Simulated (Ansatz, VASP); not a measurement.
# Two plane-wave programs on La2NbO3

```
CELL_PARAMETERS angstrom
3.28237 0.00000 0.00000
0.00000 3.28237 0.00000
0.00000 0.00000 9.37157
ATOMIC_POSITIONS crystal
La 0.00000 0.50000 0.67243
La 0.50000 0.00000 0.32757
Nb 0.00000 0.00000 0.00000
O 0.50000 0.50000 0.00000
O 0.00000 0.50000 0.39895
O 0.50000 0.00000 0.60105
```

Alike in both runs: task single point; functional PBE; k mesh 12 × 12 × 4; occupations gaussian, width 0.1 eV; no spin polarisation.

|  | VASP | Ansatz |
| --- | --- | --- |
| version | VASP 6.6.1 | Ansatz 0.2.0 |
| potentials or method | VASP PAW PBE potentials, release 64 (La, Nb_sv, O), cutoff 520 eV | scalar-relativistic, plane waves, PAW |
| valence electrons in the cell | 53 | 53 |

```csv
,VASP,Ansatz,Ansatz less VASP
gap on the k mesh at the Fermi level (eV),none,none,-
pressure (GPa),-0.2,0.0,+0.24
rms of the force components (eV/Å),0.008,0.002,-0.0062
```

Atom by atom the forces differ by 0.007 eV/Å (rms over components). A gap of «none» marks a metal or a gap that the smearing closes. The functional is the same, so the differences come from potentials, cutoffs and numerics.

Spin-orbit coupling is off throughout.
